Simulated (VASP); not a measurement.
# CsPbBr3 (P4/mmm) in VASP: single point with r2SCAN

Aim: the single point of CsPbBr3 with r2SCAN.

Everything below comes from runs of VASP 6.6.1. Logs are shortened: lines on timing, memory, paths and dates and some standing lists are left out, and cuts for length are marked.

### Step 1. The cell of the first run

It takes space group P4/mmm (No. 123, tetragonal). The conventional cell has a = 5.705 Å, b = 5.705 Å, c = 6.014 Å, α = 90.00°, β = 90.00°, γ = 90.00°. Cs (site symmetry 4/mmm) has 12 Br at 4.03 to 4.14 Å and 8 Pb at 5.03 Å within 5.3 Å. Within 3.8 Å of Pb (site symmetry 4/mmm) lie 6 Br at 2.85 to 3.01 Å. Within 4.2 Å of Br (site symmetry 4/mmm) lie 2 Pb at 3.01 Å and 4 Cs at 4.03 Å and 8 Br at 4.14 Å. Br (site symmetry mmm) has 2 Pb at 2.85 Å within 3.8 Å.

### Step 2. Single point, r2SCAN (epitaxial xy strain -4.0%)

Contents of POSCAR:

```
CsPbBr3
1.0
    5.7052428667      0.0000000000      0.0000000000
    0.0000000000      5.7052428667      0.0000000000
    0.0000000000      0.0000000000      6.0142548021
Cs Pb Br
1 1 3
Direct
    0.0000000000      0.0000000000      0.0000000000
    0.5000000000      0.5000000000      0.5000000000
    0.5000000000      0.5000000000      0.0000000000
    0.5000000000      0.0000000000      0.5000000000
    0.0000000000      0.5000000000      0.5000000000
```

Contents of INCAR.step1:

```
SYSTEM = CsPbBr3
  PREC = Accurate
  ENCUT = 520
  ISMEAR = 0
  SIGMA = 0.01
  LREAL = .False.
  LASPH = .True.
  NELM = 80
  NBANDS = 30
  GGA = PE
  ALGO = Normal
  EDIFF = 1E-4
  LWAVE = .True.
  LCHARG = .False.
```

Contents of INCAR.step2:

```
SYSTEM = CsPbBr3
  PREC = Accurate
  ENCUT = 520
  EDIFF = 1E-7
  ISMEAR = 0
  SIGMA = 0.01
  LREAL = .False.
  LASPH = .True.
  NELM = 80
  ALGO = Normal
  ISIF = 2
  LWAVE = .False.
  LCHARG = .False.
  METAGGA = R2SCAN
  LMIXTAU = .True.
  NBANDS = 30
  ISTART = 1
```

Contents of KPOINTS:

```
Automatic mesh
0
Gamma
  4 4 4
  0 0 0
```

Potentials or basis: VASP PAW PBE potentials, release 64 (Cs_sv, Pb_d, Br).

Started as:

```sh
$ cat potpaw_PBE.64/Cs_sv/POTCAR potpaw_PBE.64/Pb_d/POTCAR potpaw_PBE.64/Br/POTCAR > POTCAR
$ cp INCAR.step1 INCAR
$ mpirun -np 1 vasp_std > vasp.out
$ cp INCAR.step2 INCAR
$ mpirun -np 1 vasp_std > vasp.out
```

OUTCAR:

```text
SYSTEM = CsPbBr3
   PREC = Accurate
   ENCUT = 520
   EDIFF = 1E-7
   ISMEAR = 0
   LREAL = .False.
   LASPH = .True.
   NELM = 80
   ISIF = 2
   METAGGA = R2SCAN
   ISTART = 1

 ion  position               nearest neighbor table
   1  0.000  0.000  0.000-
   2  0.500  0.500  0.500-   4 2.85   5 2.85   4 2.85   5 2.85   3 3.01   3 3.01
   3  0.500  0.500  0.000-   2 3.01   2 3.01
   4  0.500  0.000  0.500-   2 2.85   2 2.85
   5  0.000  0.500  0.500-   2 2.85   2 2.85

  LATTYP: Found a simple tetragonal cell.
 ALAT       =     5.7052428667
 C/A-ratio  =     1.0541628012

  Lattice vectors:

 A1 = (   5.7052428667,   0.0000000000,   0.0000000000)
 A2 = (   0.0000000000,   5.7052428667,   0.0000000000)
 A3 = (   0.0000000000,   0.0000000000,   6.0142548021)

Analysis of symmetry for initial positions (statically):
=====================================================================
 Subroutine PRICEL returns:
 Original cell was already a primitive cell.

 Routine SETGRP: Setting up the symmetry group for a
 simple tetragonal supercell.

 Subroutine GETGRP returns: Found 16 space group operations
 (whereof 16 operations were pure point group operations)
 out of a pool of 16 trial point group operations.

The static configuration has the point symmetry D_4h.

Analysis of symmetry for dynamics (positions and initial velocities):
=====================================================================
 Subroutine PRICEL returns:
 Original cell was already a primitive cell.

 Routine SETGRP: Setting up the symmetry group for a
 simple tetragonal supercell.

 Subroutine GETGRP returns: Found 16 space group operations
 (whereof 16 operations were pure point group operations)
 out of a pool of 16 trial point group operations.

The dynamic configuration has the point symmetry D_4h.

 Subroutine INISYM returns: Found 16 space group operations
 (whereof 16 operations are pure point group operations),
 and found     1 'primitive' translations

----------------------------------------------------------------------------------------

                                     Primitive cell

  volume of cell :     195.7628

  direct lattice vectors                    reciprocal lattice vectors
     5.705242867  0.000000000  0.000000000     0.175277376  0.000000000  0.000000000
     0.000000000  5.705242867  0.000000000     0.000000000  0.175277376  0.000000000
     0.000000000  0.000000000  6.014254802     0.000000000  0.000000000  0.166271638

  length of vectors
     5.705242867  5.705242867  6.014254802     0.175277376  0.175277376  0.166271638

  position of ions in fractional coordinates (direct lattice)
     0.000000000  0.000000000  0.000000000
     0.500000000  0.500000000  0.500000000
     0.500000000  0.500000000  0.000000000
     0.500000000  0.000000000  0.500000000
     0.000000000  0.500000000  0.500000000

  ion indices of the primitive-cell ions
   primitive index   ion index
                 1           1
                 2           2
                 3           3
                 4           4
                 5           5

----------------------------------------------------------------------------------------

 KPOINTS: Automatic mesh

Automatic generation of k-mesh.
 Grid dimensions read from file:
 generate k-points for:    4    4    4

 Generating k-lattice:

  Cartesian coordinates                     Fractional coordinates (reciprocal lattice)
     0.043819344  0.000000000  0.000000000     0.250000000  0.000000000  0.000000000
     0.000000000  0.043819344  0.000000000     0.000000000  0.250000000  0.000000000
     0.000000000  0.000000000  0.041567910     0.000000000  0.000000000  0.250000000

  Length of vectors
     0.043819344  0.043819344  0.041567910

  Shift w.r.t. Gamma in fractional coordinates (k-lattice)
     0.000000000  0.000000000  0.000000000

 Subroutine IBZKPT returns following result:
 ===========================================

 Found     18 irreducible k-points:

 Following reciprocal coordinates:
            Coordinates               Weight
  0.000000  0.000000  0.000000      1.000000
  0.250000  0.000000  0.000000      4.000000
  0.500000  0.000000  0.000000      2.000000
  0.250000  0.250000  0.000000      4.000000
  0.500000  0.250000  0.000000      4.000000
  0.500000  0.500000  0.000000      1.000000
[... 10 lines left out ...]
  0.500000  0.250000  0.500000      4.000000
  0.500000  0.500000  0.500000      1.000000
   k-points           NKPTS =     18   k-points in BZ     NKDIM =     18   number of bands    NBANDS=     30
   number of dos      NEDOS =    301   number of ions     NIONS =      5
   total plane-waves  NPLWV =  84672
   dimension x,y,z NGX =    42 NGY =   42 NGZ =   48
   dimension x,y,z NGXF=    84 NGYF=   84 NGZF=   96
   ions per type =               1   1   3
   NGX,Y,Z   is equivalent  to a cutoff of  12.24, 12.24, 13.27 a.u.
   NGXF,Y,Z  is equivalent  to a cutoff of  24.48, 24.48, 26.54 a.u.
 SYSTEM =  CsPbBr3
   PREC   = accura    normal or accurate (medium, high low for compatibility)
   ISTART =      1    job   : 0-new  1-cont  2-samecut
   ICHARG =      0    charge: 1-file 2-atom 10-const
   ISPIN  =      1    spin polarized calculation?
   LNONCOLLINEAR =      F non collinear calculations
   LSORBIT =      F    spin-orbit coupling
   LASPH  =      T    aspherical Exc in radial PAW
   ENCUT  =  520.0 eV  38.22 Ry    6.18 a.u.  10.61 10.61 11.18*2*pi/ulx,y,z
   NELM   =     80;   NELMIN=  2; NELMDL=  0     # of ELM steps
   EDIFF  = 0.1E-06   stopping-criterion for ELM
   LREAL  =      F    real-space projection
   EDIFFG = 0.1E-05   stopping-criterion for IOM
   NSW    =      0    number of steps for IOM
   IBRION =     -1    ionic relax: 0-MD 1-quasi-New 2-CG
   NFREE  =      0    steps in history (QN), initial steepest desc. (CG)
   ISIF   =      2    stress and relaxation
   ISYM   =      2    0-nonsym 1-usesym 2-fastsym
   POTIM  = 0.5000    time-step for ionic-motion
   TEBEG  =    0.0;   TEEND  =   0.0 temperature during run
   PSTRESS=    0.0 pullay stress
   NELECT =      44.0000    total number of electrons
   NUPDOWN=      -1.0000    fix difference up-down
   EMIN   =  10.00;   EMAX   =-10.00  energy-range for DOS
   EFERMI =   0.00;   METHOD = LEGACY
   ISMEAR =     0;   SIGMA  =   0.01  broadening in eV -4-tet -1-fermi 0-gaus
   EFERMI_NEDOS =   21; number of points for ismear=-14 and -15
   IALGO  =     38    algorithm
   IMIX   =      4    mixing-type and parameters
     AMIX     =   0.40;   BMIX     =  1.00
     AMIX_MAG =   1.60;   BMIX_MAG =  1.00
  volume/ion in A,a.u.               =      39.15       264.21
  Fermi-wavevector in a.u.,A,eV,Ry     =   0.995365  1.880967 13.479992  0.990751
  Thomas-Fermi vector in A             =   2.127380
   LORBIT       =      0    0 simple, 1 ext, 2 COOP (PROOUT), +10 PAW based schemes
   METAGGA = R2SCAN    functional components
   LHFCALC =     F    Hartree Fock is set to
   AEXX    =    0.0000 exact exchange contribution
   IVDW    =     0    specifies the selected vdW correction
   LEPSILON=     F    determine dielectric tensor
   LRPA    =     F    only Hartree local field effects (RPA)
 non-spin polarized calculation
 Gauss-broadening in eV      SIGMA  =   0.01
  energy-cutoff  :      520.00
  volume of cell :      195.76
 maximum number of plane-waves:      5332
   NGX = 21   NGY = 21   NGZ = 23

 number of electron      44.0000000 magnetization

 Free energy of the ion-electron system (eV)
  ---------------------------------------------------
  ext. energy  EPLUGINS =         0.00000000
  ---------------------------------------------------
  free energy    TOTEN  =      -128.31864742 eV

  energy without entropy =     -128.31864742  energy(sigma->0) =     -128.31864742

 E-fermi :   1.6414     XC(G=0):  -8.1882

 val. band max:        1.5525199609   @ k =   0.5000   0.5000   0.5000
 cond. band min:       2.9973145550   @ k =   0.5000   0.5000   0.5000
 fundamental gap:      1.4447945942
 Fermi energy:         1.6413980303

 k-point     1 :       0.0000    0.0000    0.0000
  band No.  band energies     occupation
      1     -20.8117      2.00000
      2     -16.2158      2.00000
      3     -16.1375      2.00000
      4     -15.9504      2.00000
      5     -15.9504      2.00000
      6     -15.9375      2.00000
[... 22 lines left out ...]
     29       7.3976      0.00000
     30       8.4019      0.00000

 k-point     2 :       0.2500    0.0000    0.0000
  band No.  band energies     occupation
      1     -20.8108      2.00000
      2     -16.1865      2.00000
      3     -16.1101      2.00000
      4     -15.9512      2.00000
      5     -15.9503      2.00000
      6     -15.9384      2.00000
[... 22 lines left out ...]
     29       7.1050      0.00000
     30       7.4828      0.00000

 k-point     3 :       0.5000    0.0000    0.0000
  band No.  band energies     occupation
      1     -20.8099      2.00000
      2     -16.1742      2.00000
      3     -16.0629      2.00000
      4     -15.9521      2.00000
      5     -15.9503      2.00000
      6     -15.9393      2.00000
[... 22 lines left out ...]
     29       7.4430      0.00000
     30       8.0113      0.00000

 k-point     4 :       0.2500    0.2500    0.0000
  band No.  band energies     occupation
      1     -20.8100      2.00000
      2     -16.1331      2.00000
      3     -16.1046      2.00000
      4     -15.9512      2.00000
      5     -15.9512      2.00000
      6     -15.9393      2.00000
[... 418 lines left out ...]
     29       7.5155      0.00000
     30       7.5245      0.00000

 k-point    17 :       0.5000    0.2500    0.5000
  band No.  band energies     occupation
      1     -20.8085      2.00000
      2     -16.1007      2.00000
      3     -16.0199      2.00000
      4     -15.9529      2.00000
      5     -15.9520      2.00000
      6     -15.9402      2.00000
[... 22 lines left out ...]
     29       7.3465      0.00000
     30       7.7134      0.00000

 k-point    18 :       0.5000    0.5000    0.5000
  band No.  band energies     occupation
      1     -20.8079      2.00000
      2     -16.0365      2.00000
      3     -16.0155      2.00000
      4     -15.9529      2.00000
      5     -15.9529      2.00000
      6     -15.9411      2.00000
[... 22 lines left out ...]
     29       7.0608      0.00000
     30       8.1050      0.00000

------------------------ aborting loop because EDIFF is reached ----------------------------------------

  FORCE on cell =-STRESS in cart. coord.  units (eV):
  Direction    XX          YY          ZZ          XY          YZ          ZX
  --------------------------------------------------------------------------------------
  -------------------------------------------------------------------------------------
  Total        3.5529565      3.5529565      0.0149421      0.0000000      0.0000000      0.0000000
  in kB       29.0783913     29.0783913      0.1222902      0.0000000      0.0000000      0.0000000
  external PRESSURE =      19.4263576 kB  Pullay stress =       0.0000000 kB

 VOLUME and BASIS-vectors are now :
 -----------------------------------------------------------------------------
  energy-cutoff  :      520.00
  volume of cell :      195.76
      direct lattice vectors                 reciprocal lattice vectors
     5.705242867  0.000000000  0.000000000     0.175277376  0.000000000  0.000000000
     0.000000000  5.705242867  0.000000000     0.000000000  0.175277376  0.000000000
     0.000000000  0.000000000  6.014254802     0.000000000  0.000000000  0.166271638

 POSITION                                       TOTAL-FORCE (eV/Angst)
 -----------------------------------------------------------------------------------
      0.00000      0.00000      0.00000         0.000000      0.000000      0.000000
      2.85262      2.85262      3.00713         0.000000      0.000000      0.000000
      2.85262      2.85262      0.00000         0.000000      0.000000      0.000000
      2.85262      0.00000      3.00713         0.000000      0.000000      0.000000
      0.00000      2.85262      3.00713         0.000000      0.000000      0.000000
 -----------------------------------------------------------------------------------
    total drift:                                0.000000     -0.000000     -0.000000

  FREE ENERGIE OF THE ION-ELECTRON SYSTEM (eV)
  ---------------------------------------------------
  free  energy   TOTEN  =      -128.3186474154 eV

  energy  without entropy=     -128.3186474154  energy(sigma->0) =     -128.31864742
```

It took 3.6 min on 1 thread of Intel Xeon Platinum 8488C (Sapphire Rapids), shared host; peak memory 0.37 GiB.

What came out:

| Property | Result |
| --- | --- |
| Free energy | -128.3186 eV |
| Pressure | 1.9 GPa |
| Band gap on the k mesh | 1.44 eV |

Caveat: the cell differs from its parent crystal (epitaxial xy strain -4.0%); the PAW data sets were made with another functional, which shifts forces and pressure a little; spin-orbit coupling is left out, which moves the levels of the heavy elements. A k mesh can miss the band edges.
